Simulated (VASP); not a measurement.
A run of VASP 6.6.1:

INCAR

```
ALGO = Normal
EDIFF = 1E-6
ENCUT = 520
GGA = PE
ISIF = 2
ISMEAR = 0
ISPIN = 2
LASPH = T
LCHARG = T
LELF = T
LMAXMIX = 4
LORBIT = 11
LREAL = F
LVHAR = T
LWAVE = F
MAGMOM = -0.01 0.18
NBANDS = 22
NELM = 150
PREC = Accurate
SIGMA = 0.1
```

KPOINTS

```
k-points
0
Gamma
  14 14 14
```

Contents of POSCAR:

```
GaCo
1.0
    2.8229364051      0.0000000000      0.0000000000
    0.0000000000      2.8229364051      0.0000000000
    0.0000000000      0.0000000000      2.8229364051
Ga Co
1 1
Direct
    0.5000000000      0.5000000000      0.5000000000
    0.0000000000      0.0000000000      0.0000000000
```

Potentials or basis: VASP PAW PBE potentials, release 64 (Ga_d, Co).

Run with:

```bash
$ cat potpaw_PBE.64/Ga_d/POTCAR potpaw_PBE.64/Co/POTCAR > POTCAR
$ mpirun -np 1 vasp_std > vasp.out
```

Hardware: 1 thread of Oxide Virtual Turin-like Processor, on a shared host.

Problem. How long does it take, and how much memory?

Solution. Wall time 4 min on 1 thread of Oxide Virtual Turin-like Processor (shared host), peak memory 0.19 GiB. Counts: scf iterations 16, k points 120.
